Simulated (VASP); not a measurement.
# Al in VASP: further runs, part 2 of 2

VASP 6.6.1.

**3. Single point, PBE**

INCAR

```
SYSTEM = Al
PREC = Accurate
ENCUT = 520
EDIFF = 1E-7
ISMEAR = 0
SIGMA = 0.1
LREAL = Auto
LASPH = .True.
NELM = 100
ALGO = Normal
ISIF = 2
LWAVE = .False.
LCHARG = .False.
GGA = PE
NBANDS = 98
```

KPOINTS

```
Automatic mesh
0
Gamma
  4 4 1
  0 0 0
```

POSCAR

```
Al
1.0
    8.5701341880      0.0000000000      0.0000000000
    0.0000000000      8.5701341880      0.0000000000
    0.0000000000      0.0000000000     20.0800000000
Al
46
Direct
    0.0000000000      0.0000000000      0.2988047800
    0.3333333300      0.0000000000      0.2988047800
    0.6666666700      0.0000000000      0.2988047800
    0.0000000000      0.3333333300      0.2988047800
    0.3333333300      0.3333333300      0.2988047800
    0.6666666700      0.3333333300      0.2988047800
    0.0000000000      0.6666666700      0.2988047800
    0.3333333300      0.6666666700      0.2988047800
    0.6666666700      0.6666666700      0.2988047800
    0.1666666700      0.1666666700      0.3994023900
    0.5000000000      0.1666666700      0.3994023900
    0.8333333300      0.1666666700      0.3994023900
    0.1666666700      0.5000000000      0.3994023900
    0.5000000000      0.5000000000      0.3994023900
    0.8333333300      0.5000000000      0.3994023900
    0.1666666700      0.8333333300      0.3994023900
    0.5000000000      0.8333333300      0.3994023900
    0.8333333300      0.8333333300      0.3994023900
    0.0000000000      0.0000000000      0.5000000000
    0.3333333300      0.0000000000      0.5000000000
    0.6666666700      0.0000000000      0.5000000000
    0.0000000000      0.3333333300      0.5000000000
    0.3333333300      0.3333333300      0.5000000000
    0.6666666700      0.3333333300      0.5000000000
    0.0000000000      0.6666666700      0.5000000000
    0.3333333300      0.6666666700      0.5000000000
    0.6666666700      0.6666666700      0.5000000000
    0.1666666700      0.1666666700      0.6005976100
    0.5000000000      0.1666666700      0.6005976100
    0.8333333300      0.1666666700      0.6005976100
    0.1666666700      0.5000000000      0.6005976100
    0.5000000000      0.5000000000      0.6005976100
    0.8333333300      0.5000000000      0.6005976100
    0.1666666700      0.8333333300      0.6005976100
    0.5000000000      0.8333333300      0.6005976100
    0.8333333300      0.8333333300      0.6005976100
    0.0000000000      0.0000000000      0.7011952200
    0.3333333300      0.0000000000      0.7011952200
    0.6666666700      0.0000000000      0.7011952200
    0.0000000000      0.3333333300      0.7011952200
    0.4976663100      0.4988331600      0.7917330700
    0.6666666700      0.3333333300      0.7011952200
    0.0000000000      0.6666666700      0.7011952200
    0.3333333300      0.6666666700      0.7011952200
    0.6666666700      0.6666666700      0.7011952200
    0.3333333300      0.3333333300      0.7011952200
```

Potentials or basis: VASP PAW PBE potentials, release 64 (Al).

Started as:

```
cat potpaw_PBE.64/Al/POTCAR > POTCAR
mpirun -np 1 vasp_std > vasp.out
```

OUTCAR:

```text
SYSTEM = Al
   PREC = Accurate
   ENCUT = 520
   EDIFF = 1E-7
   ISMEAR = 0
   LREAL = Auto
   LASPH = .True.
   NELM = 100
   ISIF = 2
   GGA = PE

 ion  position               nearest neighbor table
   1  0.000  0.000  0.299-   2 2.86   3 2.86   4 2.86   7 2.86  10 2.86  12 2.86  16 2.86  18 2.86

   2  0.333  0.000  0.299-   1 2.86   5 2.86   8 2.86  10 2.86  16 2.86  11 2.86  17 2.86   3 2.86

   3  0.667  0.000  0.299-   1 2.86   6 2.86   9 2.86  12 2.86  18 2.86  17 2.86  11 2.86   2 2.86
[... 71 lines left out ...]
  39  0.667  0.000  0.701-  37 2.86  42 2.86  45 2.86  36 2.86  30 2.86  29 2.86  35 2.86  38 2.86

  40  0.000  0.333  0.701-  37 2.86  42 2.86  46 2.86  30 2.86  28 2.86  33 2.86  31 2.86  43 2.86
[... 1125 lines left out ...]
  in kB      -13.2573859    -13.2556921      6.0566164      0.0022934      0.0598236      0.1189514
  external PRESSURE =      -6.8188205 kB  Pullay stress =       0.0000000 kB

 VOLUME and BASIS-vectors are now :
 -----------------------------------------------------------------------------
  energy-cutoff  :      520.00
  volume of cell :     1474.82
      direct lattice vectors                 reciprocal lattice vectors
     8.570134188  0.000000000  0.000000000     0.116684287  0.000000000  0.000000000
     0.000000000  8.570134188  0.000000000     0.000000000  0.116684287  0.000000000
     0.000000000  0.000000000 20.080000000     0.000000000  0.000000000  0.049800797

 POSITION                                       TOTAL-FORCE (eV/Angst)
 -----------------------------------------------------------------------------------
      0.00000      0.00000      6.00000         0.001203      0.000602     -0.071692
      2.85671      0.00000      6.00000         0.039246      0.000043     -0.136233
      5.71342      0.00000      6.00000        -0.040850      0.000035     -0.135146
      0.00000      2.85671      6.00000         0.000080      0.039647     -0.135965
      2.85671      2.85671      6.00000         0.006112      0.006138     -0.147091
      5.71342      2.85671      6.00000        -0.006922      0.006827     -0.147944
[... 38 lines left out ...]
      5.71342      5.71342     14.08000         0.178584      0.177238      0.148719
      2.85671      2.85671     14.08000        -0.219844     -0.221470      0.100992
 -----------------------------------------------------------------------------------
    total drift:                                0.001434      0.000679     -0.000999

  FREE ENERGIE OF THE ION-ELECTRON SYSTEM (eV)
  ---------------------------------------------------
  free  energy   TOTEN  =      -163.0473855838 eV

  energy  without entropy=     -162.8848211738  energy(sigma->0) =     -162.96610338
```

Run time: 51 min. Hardware: 1 thread of Intel Xeon Platinum 8259CL at 2.50GHz (Skylake/Cascade Lake), shared host; peak memory 1.6 GiB.

Results:

- Free energy: -163.0474 eV
- Largest force: 0.328 eV/Å
- Band gap on the k mesh: zero (band 69 reaches 2.14 eV, above the bottom of band 70 at 1.84 eV)

Forces on the atoms (eV/Å):
```
Al   0.001  0.001 -0.072
Al   0.039  0.000 -0.136
Al  -0.041  0.000 -0.135
Al   0.000  0.040 -0.136
Al   0.006  0.006 -0.147
Al  -0.007  0.007 -0.148
Al   0.000 -0.040 -0.135
Al   0.006 -0.007 -0.148
Al  -0.007 -0.007 -0.148
Al   0.042  0.043  0.113
Al   0.000  0.023  0.109
Al  -0.043  0.041  0.112
Al   0.023  0.000  0.109
Al  -0.001  0.000  0.116
Al  -0.022  0.000  0.110
Al   0.042 -0.043  0.112
Al   0.000 -0.022  0.109
Al  -0.042 -0.042  0.112
Al   0.000  0.000  0.005
Al   0.003  0.001  0.018
Al  -0.004  0.001  0.017
Al   0.002  0.004  0.018
Al  -0.056 -0.056 -0.027
Al   0.056 -0.055 -0.027
Al   0.002 -0.004  0.017
Al  -0.055  0.056 -0.027
Al   0.055  0.055 -0.027
Al   0.037  0.037 -0.118
Al   0.000  0.000 -0.087
Al  -0.036  0.036 -0.119
Al  -0.001  0.000 -0.088
Al   0.003  0.001 -0.035
Al  -0.005  0.000 -0.084
Al   0.037 -0.036 -0.119
Al   0.000 -0.003 -0.085
Al  -0.035 -0.036 -0.120
Al   0.001  0.000  0.134
Al  -0.013 -0.001  0.103
Al   0.011 -0.001  0.104
Al  -0.002 -0.013  0.103
Al   0.056  0.028  0.041
Al   0.194 -0.189  0.134
Al  -0.002  0.012  0.104
Al  -0.204  0.208  0.118
Al   0.179  0.177  0.149
Al  -0.220 -0.221  0.101
```
